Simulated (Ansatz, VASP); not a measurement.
**KBr: VASP beside Ansatz**

```
K Br
1.0
     0.00000    3.24311    3.39127
     3.24311    0.00000    3.39127
     3.24311    3.24311    0.00000
K Br
1 1
Direct
  0.00000 0.00000 0.00000
  0.50000 0.50000 0.50000
```

Change from the starting cell: strain -0.015 along x and y, +0.030 along z, atoms carried along.

Alike in both runs: task single point; functional r2SCAN; k mesh 6 × 6 × 6; occupations gaussian, width 0.05 eV; no spin polarisation.

|  | VASP | Ansatz |
| --- | --- | --- |
| version | VASP 6.6.1 | Ansatz 0.2.0 |
| potentials or method | VASP PAW PBE potentials, release 64 (K_sv, Br), cutoff 520 eV | scalar-relativistic, plane waves, PAW |
| valence electrons in the cell | 16 | 16 |

```tsv
	VASP	Ansatz	Ansatz less VASP
gap on the k mesh at the Fermi level (eV)	5.09	5.08	-0.002
least direct gap on the mesh (eV)	5.09	5.08	-0.002
pressure (GPa)	0.3	0.3	0.00
traceless stress, the component that is largest in VASP (GPa)	-1.01	-1.00	+0.011
```

VASP's potentials were made for PBE, not for r2SCAN.
